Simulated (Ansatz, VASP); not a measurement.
**One calculation of Ag, two programs**

```
CELL_PARAMETERS angstrom
2.93000 0.00000 0.00000
-1.46500 2.53745 0.00000
0.00000 0.00000 4.79000
ATOMIC_POSITIONS crystal
Ag 0.45156 0.90312 0.25000
Ag 0.66667 0.33333 0.75000
```

Alike in both runs: task single point; functional PBEsol; k mesh 18 × 18 × 10; occupations gaussian, width 0.15 eV; no spin polarisation.

```csv
,VASP,Ansatz
version,VASP 6.6.1,Ansatz 0.2.0
potentials or method,"VASP PAW PBE potentials, release 64 (Ag), cutoff 520 eV","scalar-relativistic, plane waves, PAW"
valence electrons in the cell,22,38
```

```tsv
	VASP	Ansatz	Ansatz less VASP
gap on the k mesh at the Fermi level (eV)	none	none	-
pressure (GPa)	-3.2	-2.9	+0.26
traceless stress, the component that is largest in VASP (GPa)	7.20	7.27	+0.073
rms of the force components (eV/Å)	0.427	0.432	+0.0043
```

VASP's potentials were made for PBE, not for PBEsol. Atom by atom the forces differ by 0.004 eV/Å (rms over components). A gap of «none» marks a metal or a gap that the smearing closes. With one functional, cell and mesh, what is left measures potentials, basis and numerics. VASP's potentials hold 22 valence electrons a cell and Ansatz's 38, so a difference there can come from the potentials and not from the codes.
